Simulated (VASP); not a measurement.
A run of VASP 6.6.1 is set up as follows.

File INCAR:

```
PREC = Accurate
ENCUT = 400
EDIFF = 1E-6
ISMEAR = 1
SIGMA = 0.1
LREAL = F
LASPH = T
NELM = 120
ALGO = Normal
ISIF = 2
LWAVE = F
LCHARG = T
GGA = PE
LELF = T
LVHAR = T
NBANDS = 98
GGA_COMPAT = F
```

File KPOINTS:

```
Automatic mesh
0
Gamma
  5 3 3
```

File POSCAR:

```
Ti8Si16H
1.0
    0.0000000000      4.1360883300      4.2779886300
    4.8081252100      0.0000000000      8.5559772500
    4.8081252100      8.2721766700      0.0000000000
Ti Si H
8 16 1
Direct
    0.4913220956      0.2552237573      0.2542301136
    0.7440530423      0.3748436270      0.3847050204
    0.4937280294      0.2513134434      0.7539532227
    0.7391420274      0.3761211276      0.8819045552
    0.4890885395      0.7519159531      0.2554504919
    0.7393117173      0.8771016636      0.3810373690
    0.4912728508      0.7519642867      0.7555954550
    0.7430170656      0.8750042482      0.8790769438
    0.8297752685      0.0814708613      0.4247524365
    0.1503448920      0.4192950912      0.0879841275
    0.1001101518      0.1965708720      0.0401203435
    0.4051528204      0.0449345329      0.2112139546
    0.8268186811      0.0827267374      0.9229702419
    0.1502532152      0.4199208750      0.5909030507
    0.0835578499      0.2057158892      0.5492765125
    0.4066769600      0.0441340104      0.7106456264
    0.8230314740      0.5842519873      0.4278659978
    0.1563072522      0.9184276819      0.0865205649
    0.0661085507      0.7124355516      0.0436346090
    0.3649868546      0.5701539688      0.1972663539
    0.8363317207      0.5799798507      0.9225627588
    0.1551472205      0.9189007550      0.5862125031
    0.0800130719      0.7064317508      0.5483103236
    0.4089901140      0.5436781570      0.7120695069
    0.5889382534      0.3930143512      0.2625184942
```

Potentials or basis: VASP PAW PBE potentials, release 64 (Ti_sv, Si, H).

Command:

```sh
$ cat potpaw_PBE.64/Ti_sv/POTCAR potpaw_PBE.64/Si/POTCAR potpaw_PBE.64/H/POTCAR > POTCAR
$ mpirun -np 1 vasp_std > vasp.out
```

(1) Estimate the largest force.

(2) Predict the band gap on the k mesh.

## Answers

(1) 0.110 eV/Å.

(2) zero (an odd number of electrons rules out a gap without spin polarisation).

Caveat: an odd number of electrons without spin polarisation forces a metal; a magnetic or distorted state may lie lower.
